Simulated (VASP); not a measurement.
Set up this calculation in VASP 6.6.1, as the native input.

- Task: single point
- Functional: PBEsol
- Potentials or basis: VASP PAW PBE potentials, release 64 (Os)
- Cutoff: 520 eV
- k mesh: 20 × 20 × 20
- Occupations: gaussian, width 0.15 eV
- Spin: no spin polarisation
- Dipole correction: no
- Further INCAR settings: ALGO = Fast; EDIFF = 1e-06; NBANDS = 10

The structure of Os lies in POSCAR:

```
Os
1.0
    0.0000000000      1.9936250000      2.0422500000
    1.9936250000      0.0000000000      2.0422500000
    1.9936250000      1.9936250000      0.0000000000
Os
1
Direct
    0.0000000000      0.0000000000      0.0000000000
```

This cell differs from its parent crystal: strain +0.025 along x and y, +0.050 along z.

The input as run:

INCAR

```
SYSTEM = Os
PREC = Accurate ; ENCUT = 520
EDIFF = 1E-6 ; ISMEAR = 0
SIGMA = 0.15 ; LREAL = .False.
LASPH = .True. ; NELM = 60
ALGO = Fast ; ISIF = 2
LWAVE = .False. ; LCHARG = .False.
GGA = PS ; NBANDS = 10
```

KPOINTS

```
regular mesh
0
Gamma
  20 20 20
  0 0 0
```

Potentials or basis: VASP PAW PBE potentials, release 64 (Os).

The run is started by

```bash
$ cat potpaw_PBE.64/Os/POTCAR > POTCAR
$ mpirun -np 1 vasp_std > vasp.out
```

It gave:

| Item | Value |
| --- | --- |
| Pressure | -45.0 GPa |
| Band gap on the k mesh | zero (band 4 reaches 9.32 eV, above the bottom of band 5 at 5.87 eV) |

Caveat: the cell differs from its parent crystal (strain +0.025 along x and y, +0.050 along z); the PAW data sets were made with another functional, which shifts forces and pressure a little; spin-orbit coupling is left out, which moves the levels of the heavy elements.

Wall time 60 s on 1 thread of Intel(R) Xeon(R) Platinum 8259CL CPU @ 2.50GHz (Skylake/Cascade Lake), with other jobs on the host, peak memory 0.23 GiB.
